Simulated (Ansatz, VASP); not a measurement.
**AlInSb2 in VASP and in Ansatz**

File INCAR:

```
  PREC = Accurate
  ENCUT = 520
  EDIFF = 1E-6
  ISMEAR = 0
  SIGMA = 0.05
  LREAL = F
  LASPH = T
  NELM = 60
  ALGO = Normal
  ISIF = 2
  LWAVE = F
  LCHARG = T
  LELF = T
  LVHAR = T
  NBANDS = 21
```

KPOINTS

```
regular mesh
0
Gamma
  8 8 6
```

Contents of POSCAR:

```
AlInSb2
1.0
    4.5626022301      0.0000000000      0.0000000000
    0.0000000000      4.5626022301      0.0000000000
    0.0000000000      0.0000000000      5.9286453378
Al In Sb
1 1 2
Direct
    0.0000000000      0.0000000000      0.0000000000
    0.5000000000      0.5000000000      0.5000000000
    0.0000000000      0.5000000000      0.1940770864
    0.5000000000      0.0000000000      0.8059229136
```

Input for Ansatz:

```yaml
crystal:
  lattice:
    - [4.5626022301, 0.0, 0.0]
    - [0.0, 4.5626022301, 0.0]
    - [0.0, 0.0, 5.9286453378]
  atoms:
    - { symbol: Al, position: [0.0, 0.0, 0.0] }
    - { symbol: In, position: [0.5, 0.5, 0.5] }
    - { symbol: Sb, position: [0.0, 0.5, 0.1940770864] }
    - { symbol: Sb, position: [0.5, 0.0, 0.8059229136] }
basis:
  ecutwfc: 420
kpoints:
  mp_grid: { grid: [8, 8, 6] }
hamiltonian:
  xc: lda
  pseudopotentials: { kind: paw }
scf:
  occupations: { method: gaussian, width: 0.05 }
output:
  forces: true
  stress: true
  eigenvalues: true
  write_density: true
  write_potential: true
  elf: true
  volumetric_format: npy
```

Alike in both runs: task single point; functional LDA; k mesh 8 × 8 × 6; occupations gaussian, width 0.05 eV; no spin polarisation.

|  | VASP | Ansatz |
| --- | --- | --- |
| version | VASP 6.6.1 | Ansatz 0.2.0 |
| potentials or method | VASP PAW LDA potentials, release 64 (Al, In_d, Sb), cutoff 520 eV | scalar-relativistic, plane waves, PAW |
| valence electrons in the cell | 26 | 46 |

|  | VASP | Ansatz | Ansatz less VASP |
| --- | --- | --- | --- |
| gap on the k mesh at the Fermi level (eV) | 0.12 | 0.12 | +0.005 |
| least direct gap on the mesh (eV) | 0.46 | 0.42 | -0.037 |
| pressure (GPa) | 0.6 | 0.3 | -0.25 |
| traceless stress, the component that is largest in VASP (GPa) | -0.72 | -0.64 | +0.075 |
| rms of the force components (eV/Å) | 0.753 | 0.738 | -0.0153 |

LDA's correlation is that of Perdew and Zunger in VASP and of Perdew and Wang (1992) in Ansatz. Atom by atom the forces differ by 0.015 eV/Å (rms over components). VASP's potentials hold 26 valence electrons a cell and Ansatz's 46, so a difference there can come from the potentials and not from the codes.

Spin-orbit coupling is off throughout.
